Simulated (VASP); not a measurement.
Input of a VASP 6.6.1 run:

Contents of INCAR:

```
ALGO = Normal
EDIFF = 1E-6
ENCUT = 520
GGA = PE
ISIF = 2
ISMEAR = -1
LASPH = True
LCHARG = False
LREAL = False
LWAVE = False
NBANDS = 22
NELM = 80
PREC = Accurate
SIGMA = 0.08
```

Contents of KPOINTS:

```
k-points
0
Gamma
  11 11 11
```

POSCAR

```
YbN
1.0
    0.0000000000      2.6406531849      2.6406531849
    2.6406531849      0.0000000000      2.6406531849
    2.6406531849      2.6406531849      0.0000000000
Yb N
1 1
Direct
    0.0000000000      0.0000000000      0.0000000000
    0.2500000000      0.2500000000      0.2500000000
```

Potentials or basis: VASP PAW PBE potentials, release 64 (Yb, N).

The run is started by

```bash
$ cat potpaw_PBE.64/Yb/POTCAR potpaw_PBE.64/N/POTCAR > POTCAR
$ mpirun -np 1 vasp_std > vasp.out
```

Question: Predict the pressure.

Answer: -4.5 GPa.

Question: What does it give for the band gap on the k mesh?

Answer: Zero (an odd number of electrons rules out a gap without spin polarisation).

Caveat: the cell stands under tension; spin-orbit coupling is left out, which moves the levels of the heavy elements; an odd number of electrons without spin polarisation forces a metal; a magnetic or distorted state may lie lower. Spin polarisation is off, so any magnetic state and its effect on volume and gap are missing.
